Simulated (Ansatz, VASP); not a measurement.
One calculation of TiO2, two programs

File INCAR:

```
ALGO     = Normal         # electronic algorithm
EDIFF    = 1E-7           # SCF threshold, eV
ENCUT    = 520            # plane-wave cutoff, eV
GGA      = PS             # functional
ISIF     = 2              # what is computed and relaxed
ISMEAR   = 0              # smearing method
LASPH    = True           # aspherical terms in the spheres
LCHARG   = False          # write CHGCAR
LREAL    = False          # projectors in reciprocal space
LWAVE    = False          # write WAVECAR
NBANDS   = 33             # bands
NELM     = 80             # most SCF steps
PREC     = Accurate       # precision mode
SIGMA    = 0.05           # smearing width, eV
```

Contents of KPOINTS:

```
k-points
0
Gamma
  6 6 10
```

POSCAR

```
TiO2
1.0
    4.5912476203      0.0000000000      0.0000000000
    0.0000000000      4.5912476203      0.0000000000
    0.0000000000      0.0000000000      2.9389940195
Ti O
2 4
Direct
   -0.0201391256      0.0201391256      0.0514905816
    0.5000000000      0.5000000000      0.5000000000
    0.3044387440      0.3044387440      0.0000000000
    0.1955612560      0.8044387440      0.5000000000
    0.6955612560      0.6955612560      0.0000000000
    0.8044387440      0.1955612560      0.5000000000
```

Input for Ansatz:

```yaml
crystal:
  lattice:
    - [4.5912476203, 0.0, 0.0]
    - [0.0, 4.5912476203, 0.0]
    - [0.0, 0.0, 2.9389940195]
  atoms:
    - { symbol: Ti, position: [-0.0201391256, 0.0201391256, 0.0514905816] }
    - { symbol: Ti, position: [0.5, 0.5, 0.5] }
    - { symbol: O, position: [0.304438744, 0.304438744, 0.0] }
    - { symbol: O, position: [0.195561256, 0.804438744, 0.5] }
    - { symbol: O, position: [0.695561256, 0.695561256, 0.0] }
    - { symbol: O, position: [0.804438744, 0.195561256, 0.5] }
basis:
  ecutwfc: 420
kpoints:
  mp_grid: { grid: [6, 6, 10] }
hamiltonian:
  xc: pbesol
scf:
  occupations: { method: gaussian, width: 0.05 }
output:
  forces: true
  stress: true
  eigenvalues: true
```

Alike in both runs: task single point; functional PBEsol; k mesh 6 × 6 × 10; occupations gaussian, width 0.05 eV; no spin polarisation.

|  | VASP | Ansatz |
| --- | --- | --- |
| version | VASP 6.6.1 | Ansatz 0.2.0 |
| potentials or method | VASP PAW PBE potentials, release 64 (Ti_sv, O), cutoff 520 eV | scalar-relativistic, plane waves, PAW |
| valence electrons in the cell | 48 | 48 |

Ansatz gave:

* gap on the k mesh at the Fermi level (eV): 1.75
* least direct gap on the mesh (eV): 1.87
* pressure (GPa): 2.8
* traceless stress, the component that is largest in VASP (GPa): 3.86
* rms of the force components (eV/Å): 1.056

Question: Estimate VASP's values.

Answer: gap on the k mesh at the Fermi level (eV): 1.73; least direct gap on the mesh (eV): 1.85; pressure (GPa): 3.6; traceless stress, the component that is largest in VASP (GPa): 3.96; rms of the force components (eV/Å): 1.079.

VASP's potentials were made for PBE, not for PBEsol. Atom by atom the forces differ by 0.033 eV/Å (rms over components).
